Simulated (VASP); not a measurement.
Mo:

```
Mo
1.0
    -1.57339    1.57339    1.57339
     1.57339   -1.57339    1.57339
     1.57339    1.57339   -1.57339
Mo
1
Cartesian
  0.0000 0.0000 0.0000
```

* Program: VASP 6.6.1
* Task: relaxation of cell and atoms
* Functional: PBEsol
* Potentials or basis: VASP PAW PBE potentials, release 64 (Mo_sv)
* Cutoff: 600 eV
* k mesh: 19 × 19 × 19
* Occupations: fermi-dirac, width 0.1 eV
* Spin: no spin polarisation

At the start: pressure -4.0 GPa; volume 15.58 Å³/atom.

Problem. How do energy, volume and symmetry change on relaxing?

Solution. Over 4 steps the energy falls by 2.9 meV/atom and the volume is 15.35 Å³/atom (-1.5 %); space group Im-3m (No. 229, to 0.05 Å).

The path:
```csv
step,energy change (eV),largest force (eV/Å),pressure (GPa),volume (Å³)
1,0.0000,0.0000,-4.02,15.58
2,0.0218,0.0000,12.96,14.71
3,-0.0029,0.0000,-0.07,15.35
4,-0.0029,0.0000,-0.02,15.35
```

Final structure:
```
Mo
1.0
    -1.56559    1.56559    1.56559
     1.56559   -1.56559    1.56559
     1.56559    1.56559   -1.56559
Mo
1
Direct
  0.00000 0.00000 0.00000
```

Caveat: the PAW data sets were made with another functional, which shifts forces and pressure a little.
